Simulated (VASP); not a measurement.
# CsPbCl3 in VASP: a series of runs

CsPbCl3 is run at these levels: PBEsol; tasks: single point.

All numbers are computed with VASP 6.6.1; they aren't measurements. Logs are shortened: lines on timing, memory, paths and dates and some standing lists are left out, and cuts for length are marked.

## 1. The cell of the first run

The structure is cubic, space group Pm-3m (No. 221). The conventional cell has a = 5.325 Å, b = 5.325 Å, c = 5.325 Å, α = 90.00°, β = 90.00°, γ = 90.00°. Within 4.9 Å of Cs (site symmetry m-3m) lie 12 Cl at 3.77 Å and 8 Pb at 4.61 Å. Within 3.5 Å of Pb (site symmetry m-3m) lie 6 Cl at 2.66 Å. Within 3.5 Å of Cl (site symmetry 4/mmm) lie 2 Pb at 2.66 Å.

## 2. Single point, PBEsol (strain -0.050 along x and y, -0.050 along z)

Input file INCAR:

```
SYSTEM = CsPbCl3
PREC     = Accurate       ! precision mode
ENCUT    = 520            ! plane-wave cutoff, eV
EDIFF    = 1E-7           ! SCF threshold, eV
ISMEAR   = 0              ! smearing method
SIGMA    = 0.05           ! smearing width, eV
LREAL    = .False.        ! projectors in reciprocal space
LASPH    = .True.         ! aspherical terms in the spheres
NELM     = 60             ! most SCF steps
ALGO     = Normal         ! electronic algorithm
ISIF     = 2              ! what is computed and relaxed
LWAVE    = .False.        ! write WAVECAR
LCHARG   = .True.         ! write CHGCAR
GGA      = PS             ! functional
LELF     = .True.         ! ELF
LVHAR    = .True.       
NBANDS   = 30             ! bands
```

Input file KPOINTS:

```
regular mesh
0
Gamma
  6 6 6
  0 0 0
```

Input file POSCAR:

```
CsPbCl3
1.0
    5.3247500000      0.0000000000      0.0000000000
    0.0000000000      5.3247500000      0.0000000000
    0.0000000000      0.0000000000      5.3247500000
Cs Pb Cl
1 1 3
Direct
    0.0000000000      0.0000000000      0.0000000000
    0.5000000000      0.5000000000      0.5000000000
    0.0000000000      0.5000000000      0.5000000000
    0.5000000000      0.0000000000      0.5000000000
    0.5000000000      0.5000000000      0.0000000000
```

Potentials or basis: VASP PAW PBE potentials, release 64 (Cs_sv, Pb_d, Cl).

On the command line:

```
cat potpaw_PBE.64/Cs_sv/POTCAR potpaw_PBE.64/Pb_d/POTCAR potpaw_PBE.64/Cl/POTCAR > POTCAR
mpirun -np 1 vasp_std > vasp.out
```

OUTCAR:

```text
SYSTEM = CsPbCl3
   PREC = Accurate
   ENCUT = 520
   EDIFF = 1E-7
   ISMEAR = 0
   LREAL = .False.
   LASPH = .True.
   NELM = 60
   ISIF = 2
   GGA = PS

 ion  position               nearest neighbor table
   1  0.000  0.000  0.000-
   2  0.500  0.500  0.500-   3 2.66   4 2.66   5 2.66   5 2.66   4 2.66   3 2.66
   3  0.000  0.500  0.500-   2 2.66   2 2.66
   4  0.500  0.000  0.500-   2 2.66   2 2.66
   5  0.500  0.500  0.000-   2 2.66   2 2.66

  LATTYP: Found a simple cubic cell.
 ALAT       =     5.3247500000

  Lattice vectors:

 A1 = (   5.3247500000,   0.0000000000,   0.0000000000)
 A2 = (   0.0000000000,   5.3247500000,   0.0000000000)
 A3 = (   0.0000000000,   0.0000000000,   5.3247500000)

Analysis of symmetry for initial positions (statically):
=====================================================================
 Subroutine PRICEL returns:
 Original cell was already a primitive cell.

 Routine SETGRP: Setting up the symmetry group for a
 simple cubic supercell.

 Subroutine GETGRP returns: Found 48 space group operations
 (whereof 48 operations were pure point group operations)
 out of a pool of 48 trial point group operations.

The static configuration has the point symmetry O_h .

Analysis of symmetry for dynamics (positions and initial velocities):
=====================================================================
 Subroutine PRICEL returns:
 Original cell was already a primitive cell.

 Routine SETGRP: Setting up the symmetry group for a
 simple cubic supercell.

 Subroutine GETGRP returns: Found 48 space group operations
 (whereof 48 operations were pure point group operations)
 out of a pool of 48 trial point group operations.

The dynamic configuration has the point symmetry O_h .

 Subroutine INISYM returns: Found 48 space group operations
 (whereof 48 operations are pure point group operations),
 and found     1 'primitive' translations

----------------------------------------------------------------------------------------

                                     Primitive cell

  volume of cell :     150.9724

  direct lattice vectors                    reciprocal lattice vectors
     5.324750000  0.000000000  0.000000000     0.187802244  0.000000000  0.000000000
     0.000000000  5.324750000  0.000000000     0.000000000  0.187802244  0.000000000
[... 86 lines left out ...]
   EDIFF  = 0.1E-06   stopping-criterion for ELM
   LREAL  =      F    real-space projection
   EDIFFG = 0.1E-05   stopping-criterion for IOM
   NSW    =      0    number of steps for IOM
   IBRION =     -1    ionic relax: 0-MD 1-quasi-New 2-CG
   NFREE  =      0    steps in history (QN), initial steepest desc. (CG)
   ISIF   =      2    stress and relaxation
   ISYM   =      2    0-nonsym 1-usesym 2-fastsym
   POTIM  = 0.5000    time-step for ionic-motion
   TEBEG  =    0.0;   TEEND  =   0.0 temperature during run
   PSTRESS=    0.0 pullay stress
   NELECT =      44.0000    total number of electrons
   NUPDOWN=      -1.0000    fix difference up-down
   EMIN   =  10.00;   EMAX   =-10.00  energy-range for DOS
   EFERMI =   0.00;   METHOD = LEGACY
   ISMEAR =     0;   SIGMA  =   0.05  broadening in eV -4-tet -1-fermi 0-gaus
   EFERMI_NEDOS =   21; number of points for ismear=-14 and -15
   IALGO  =     38    algorithm
   IMIX   =      4    mixing-type and parameters
     AMIX     =   0.40;   BMIX     =  1.00
     AMIX_MAG =   1.60;   BMIX_MAG =  1.00
  volume/ion in A,a.u.               =      30.19       203.76
  Fermi-wavevector in a.u.,A,eV,Ry     =   1.085408  2.051124 16.029178  1.178111
  Thomas-Fermi vector in A             =   2.221521
   LORBIT       =      0    0 simple, 1 ext, 2 COOP (PROOUT), +10 PAW based schemes
   GGA     = PS    functional components
   LHFCALC =     F    Hartree Fock is set to
   AEXX    =    0.0000 exact exchange contribution
   IVDW    =     0    specifies the selected vdW correction
   LEPSILON=     F    determine dielectric tensor
   LRPA    =     F    only Hartree local field effects (RPA)
 non-spin polarized calculation
 Gauss-broadening in eV      SIGMA  =   0.05
  energy-cutoff  :      520.00
  volume of cell :      150.97
 maximum number of plane-waves:      4092
 NGX is ok and might be reduce to    40
   NGX = 19   NGY = 19   NGZ = 19

 number of electron      43.9999998 magnetization

 Free energy of the ion-electron system (eV)
  ---------------------------------------------------
  ext. energy  EPLUGINS =         0.00000000
  ---------------------------------------------------
  free energy    TOTEN  =       -17.96111906 eV

  energy without entropy =      -17.96111906  energy(sigma->0) =      -17.96111906

 E-fermi :   4.1963     XC(G=0):  -8.7207

 val. band max:        3.9362799897   @ k =   0.5000   0.5000   0.5000
 cond. band min:       4.8935871864   @ k =   0.5000   0.5000   0.5000
 fundamental gap:      0.9573071967
 Fermi energy:         4.1962785242

 k-point     1 :       0.0000    0.0000    0.0000
  band No.  band energies     occupation
      1     -18.4140      2.00000
      2     -13.9523      2.00000
      3     -13.9523      2.00000
      4     -13.3610      2.00000
      5     -13.3610      2.00000
      6     -13.3610      2.00000
[... 649 lines left out ...]
     29       8.4181      0.00000
     30       9.7992      0.00000

------------------------ aborting loop because EDIFF is reached ----------------------------------------

  FORCE on cell =-STRESS in cart. coord.  units (eV):
  Direction    XX          YY          ZZ          XY          YZ          ZX
  --------------------------------------------------------------------------------------
  -------------------------------------------------------------------------------------
  Total        5.5285802      5.5285802      5.5285802      0.0000000      0.0000000     -0.0000000
  in kB       58.6714107     58.6714107     58.6714107      0.0000000      0.0000000     -0.0000000
  external PRESSURE =      58.6714107 kB  Pullay stress =       0.0000000 kB

 VOLUME and BASIS-vectors are now :
 -----------------------------------------------------------------------------
  energy-cutoff  :      520.00
  volume of cell :      150.97
      direct lattice vectors                 reciprocal lattice vectors
     5.324750000  0.000000000  0.000000000     0.187802244  0.000000000  0.000000000
     0.000000000  5.324750000  0.000000000     0.000000000  0.187802244  0.000000000
     0.000000000  0.000000000  5.324750000     0.000000000  0.000000000  0.187802244

 POSITION                                       TOTAL-FORCE (eV/Angst)
 -----------------------------------------------------------------------------------
      0.00000      0.00000      0.00000         0.000000      0.000000      0.000000
      2.66237      2.66237      2.66237         0.000000      0.000000      0.000000
      0.00000      2.66237      2.66237         0.000000      0.000000      0.000000
      2.66237      0.00000      2.66237         0.000000      0.000000      0.000000
      2.66237      2.66237      0.00000         0.000000      0.000000      0.000000
 -----------------------------------------------------------------------------------
    total drift:                                0.000000      0.000000     -0.000000

  FREE ENERGIE OF THE ION-ELECTRON SYSTEM (eV)
  ---------------------------------------------------
  free  energy   TOTEN  =       -17.9611190575 eV

  energy  without entropy=      -17.9611190575  energy(sigma->0) =      -17.96111906
```

OSZICAR:

```text
N       E                     dE             d eps       ncg     rms          rms(c)
DAV:   1     0.423585649075E+03    0.42359E+03   -0.19785E+04  1200   0.139E+03
DAV:   2     0.376074222834E+02   -0.38598E+03   -0.36504E+03  1354   0.332E+02
DAV:   3    -0.163216987626E+02   -0.53929E+02   -0.52826E+02  1548   0.131E+02
DAV:   4    -0.183873481286E+02   -0.20656E+01   -0.20578E+01  1494   0.293E+01
DAV:   5    -0.184647849378E+02   -0.77437E-01   -0.77420E-01  1604   0.564E+00    0.767E+00
DAV:   6    -0.179775396784E+02    0.48725E+00   -0.90463E-01  1728   0.984E+00    0.471E+00
DAV:   7    -0.179572924037E+02    0.20247E-01   -0.44458E-01  1788   0.454E+00    0.163E+00
DAV:   8    -0.179611875162E+02   -0.38951E-02   -0.68665E-02  1856   0.243E+00    0.307E-01
DAV:   9    -0.179608991632E+02    0.28835E-03   -0.91748E-03  1704   0.955E-01    0.124E-01
DAV:  10    -0.179610508078E+02   -0.15164E-03   -0.93415E-04  1680   0.212E-01    0.342E-02
DAV:  11    -0.179611151850E+02   -0.64377E-04   -0.14959E-04  1760   0.926E-02    0.219E-02
DAV:  12    -0.179611182986E+02   -0.31136E-05   -0.93647E-06  1748   0.377E-02    0.830E-03
DAV:  13    -0.179611186765E+02   -0.37792E-06   -0.20429E-06  1796   0.158E-02    0.405E-03
DAV:  14    -0.179611192112E+02   -0.53466E-06   -0.78508E-07  1516   0.615E-03    0.185E-03
DAV:  15    -0.179611190949E+02    0.11632E-06   -0.68246E-08   950   0.331E-03    0.786E-04
DAV:  16    -0.179611190575E+02    0.37359E-07   -0.29162E-08   870   0.113E-03
   1 F= -.17961119E+02 E0= -.17961119E+02  d E =-.235912E-15
```

stdout:

```text
POSCAR found type information on POSCAR CsPbCl
 POSCAR found :  3 types and       5 ions
 scaLAPACK will be used
 -----------------------------------------------------------------------------
|                                                                             |
|                                                                             |
|     You enforced a specific xc type in the INCAR file but a different       |
|     I HOPE YOU KNOW WHAT YOU ARE DOING!                                     |
|                                                                             |
 -----------------------------------------------------------------------------

 LDA part: xc-table for (Slater+PW92), standard interpolation
 POSCAR, INCAR and KPOINTS ok, starting setup
 FFT: planning ... GRIDC
 FFT: planning ... GRID_SOFT
 FFT: planning ... GRID
 WAVECAR not read
 entering main loop
```

Run time: 78 s. Hardware: 1 thread of Oxide Virtual Turin-like, shared host; peak memory 0.25 GiB.

What came out:

* Free energy: -17.9611 eV
* Pressure: 5.9 GPa
* Band gap on the k mesh: 0.96 eV

Caveat: the cell differs from its parent crystal (strain -0.050 along x and y, -0.050 along z); the cell stands under pressure; the PAW data sets were made with another functional, which shifts forces and pressure a little; spin-orbit coupling is left out, which moves the levels of the heavy elements. A k mesh can miss the band edges.

(Part 1 of 3 ends here.)
